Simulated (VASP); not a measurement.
Write the native input for VASP 6.6.1 that does the following.

```
Task                   : single point
Functional             : LDA
Potentials or basis    : VASP PAW LDA potentials, release 64 (W_sv)
Cutoff                 : 520 eV
k mesh                 : 15 × 15 × 8
Occupations            : fermi-dirac, width 0.1 eV
Spin                   : no spin polarisation
Dipole correction      : no
Further INCAR settings : ALGO = Normal; EDIFF = 1e-06; NBANDS = 21
```

The structure of W lies in POSCAR:

```
W
1.0
   -1.8004400483      1.8006099746      1.2694553906
    1.8006099746     -1.8004400483      1.2694553906
    3.0259762402      3.0259762402     -1.2691441704
W
2
Direct
    0.0000223358      0.9999776642      0.0000000000
    0.7499776642      0.2500223358      0.5000000000
```

One way to write it, as run:

INCAR

```
  PREC = Accurate
  ENCUT = 520
  EDIFF = 1E-6
  ISMEAR = -1
  SIGMA = 0.1
  LREAL = False
  LASPH = True
  NELM = 80
  ALGO = Normal
  ISIF = 2
  LWAVE = False
  LCHARG = False
  GGA = CA
  NBANDS = 21
```

KPOINTS

```
regular mesh
0
Gamma
  15 15 8
```

Potentials or basis: VASP PAW LDA potentials, release 64 (W_sv).

Command:

```bash
$ cat potpaw_LDA.64/W_sv/POTCAR > POTCAR
$ mpirun -np 1 vasp_std > vasp.out
```

Results of the run:

- Pressure: 55.5 GPa
- Band gap on the k mesh: zero (bands 14 and 15 overlap by 1.80 eV)

Caveat: the cell stands under pressure; spin-orbit coupling is left out, which moves the levels of the heavy elements.

Run time: 5.6 min on 1 thread of Intel Xeon 8259CL, with other jobs on the host, peak memory 0.32 GiB.
